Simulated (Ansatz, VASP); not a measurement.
# BaBr in VASP and in Ansatz

```
CELL_PARAMETERS angstrom
4.43369 0.00000 0.00000
0.00000 4.54786 0.00000
0.00000 0.00000 4.83261
ATOMIC_POSITIONS crystal
Ba 0.00000 0.00000 0.50000
Br 0.50000 0.00000 0.00000
```

Alike in both runs: functional PBE; k mesh 12 × 12 × 12; occupations gaussian, width 0.1 eV; no spin polarisation.

Ansatz relaxed the structure, and its values are those at the end. VASP's run is a single point on that final structure, the one shown.

|  | VASP | Ansatz |
| --- | --- | --- |
| version | VASP 6.6.1 | Ansatz 0.2.0 |
| potentials or method | VASP PAW PBE potentials, release 64 (Ba_sv, Br), cutoff 520 eV | scalar-relativistic, plane waves, PAW |
| valence electrons in the cell | 17 | 17 |

```csv
,VASP,Ansatz,Ansatz less VASP
gap on the k mesh at the Fermi level (eV),none,none,-
pressure (GPa),0.2,0.0,-0.24
```

A gap of «none» marks a metal or a gap that the smearing closes. With one functional, cell and mesh, what is left measures potentials, basis and numerics.

Neither program's run includes spin-orbit coupling.
